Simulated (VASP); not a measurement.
Input of a VASP 6.6.1 run:

Contents of POSCAR:

```
K
1.0
   -2.6729193200      2.6729193200      2.6729193200
    2.6729193200     -2.6729193200      2.6729193200
    2.6729193200      2.6729193200     -2.6729193200
K
1
Direct
    0.0000000000      0.0000000000      0.0000000000
```

The input INCAR.step1:

```
SYSTEM = K
PREC     = Accurate       ! precision mode
ENCUT    = 520            ! plane-wave cutoff, eV
ISMEAR   = -1             ! smearing method
SIGMA    = 0.1            ! smearing width, eV
LREAL    = .False.        ! projectors in reciprocal space
LASPH    = .True.         ! aspherical terms in the spheres
NELM     = 80             ! most SCF steps
NBANDS   = 10             ! bands
GGA      = PE             ! functional
ALGO     = Normal         ! electronic algorithm
EDIFF    = 1E-4           ! SCF threshold, eV
LWAVE    = .True.         ! write WAVECAR
LCHARG   = .False.        ! write CHGCAR
```

File INCAR.step2:

```
SYSTEM = K
PREC     = Accurate       ! precision mode
ENCUT    = 520            ! plane-wave cutoff, eV
EDIFF    = 1E-6           ! SCF threshold, eV
ISMEAR   = -1             ! smearing method
SIGMA    = 0.1            ! smearing width, eV
LREAL    = .False.        ! projectors in reciprocal space
LASPH    = .True.         ! aspherical terms in the spheres
NELM     = 80             ! most SCF steps
ALGO     = Normal         ! electronic algorithm
ISIF     = 2              ! what is computed and relaxed
LWAVE    = .False.        ! write WAVECAR
LCHARG   = .True.         ! write CHGCAR
METAGGA  = R2SCAN         ! meta-GGA
LMIXTAU  = .True.       
LELF     = .True.         ! ELF
LVHAR    = .True.       
NBANDS   = 10             ! bands
ISTART   = 1
```

File KPOINTS:

```
Automatic mesh
0
Gamma
  9 9 9
  0 0 0
```

Potentials or basis: VASP PAW PBE potentials, release 64 (K_sv).

Launch:

```sh
$ cat potpaw_PBE.64/K_sv/POTCAR > POTCAR
$ cp INCAR.step1 INCAR
$ mpirun -np 1 vasp_std > vasp.out
$ cp INCAR.step2 INCAR
$ mpirun -np 1 vasp_std > vasp.out
```

(1) Predict the pressure.

## Answers

(1) 0.0 GPa.

Caveat: the PAW data sets were made with another functional, which shifts forces and pressure a little.
